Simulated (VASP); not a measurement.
The system is Hf6F.

```
Hf F
1.0
     5.45000    0.00000    0.00000
    -2.72500    4.71984    0.00000
     0.00000    0.00000    5.00000
Hf F
6 1
Direct
  0.34000 0.34000 0.75000
  0.66000 0.66000 0.25000
  0.34000 0.00000 0.25000
  0.00000 0.66000 0.75000
  0.00000 0.34000 0.25000
  0.66000 0.00000 0.75000
  0.00000 0.00000 0.00000
```

This cell differs from its parent crystal: with an interstitial atom.

- Program: VASP 6.6.1
- Task: relaxation of cell and atoms
- Functional: PBE
- Potentials or basis: VASP PAW PBE potentials, release 64 (Hf_pv, F)
- Cutoff: 600 eV
- k mesh: 4 × 4 × 3
- Occupations: gaussian, width 0.2 eV
- Spin: no spin polarisation

At the start: pressure 13.1 GPa; volume 18.37 Å³/atom.

Where does the relaxation end?

Over 8 steps the energy falls by 101.0 meV/atom and the volume is 20.24 Å³/atom (+10.1 %); space group P-31m (No. 162, to 0.1 Å) before and after.

Step by step:
```tsv
step	energy change (eV)	largest force (eV/Å)	pressure (GPa)	volume (Å³)
1	0.0000	1.2868	13.06	128.62
2	-0.0211	0.3245	-11.01	158.56
3	-0.6243	0.5564	-1.41	142.58
4	-0.6248	0.5681	-1.11	142.20
5	-0.6920	0.2285	0.05	140.86
6	-0.6976	0.1537	0.55	140.37
7	-0.7070	0.0844	-0.29	141.45
8	-0.7073	0.0751	-0.45	141.66
```

Final structure:
```xyz
7
Lattice="5.6233 0.0000 0.0000 -2.8117 4.8700 0.0000 0.0000 0.0000 5.1729" Properties=species:S:1:pos:R:3 pbc="T T T"
Hf    0.9703    1.6806    3.8078
Hf    1.8414    3.1894    1.3651
Hf    1.9406    0.0000    1.3651
Hf   -1.8414    3.1894    3.8078
Hf    4.6531    1.6806    1.3651
Hf    3.6828    0.0000    3.8078
F     0.0000    0.0000    0.0000
```

Caveat: the k points lie up to 0.40 Å⁻¹ apart in the final cell, too coarse for converged energies and pressures of a metal; the cell differs from its parent crystal (with an interstitial atom); an odd number of electrons without spin polarisation forces a metal; a magnetic or distorted state may lie lower; the relaxation stopped at a loose force limit of 0.08 eV/Å, so its end isn't a converged minimum.
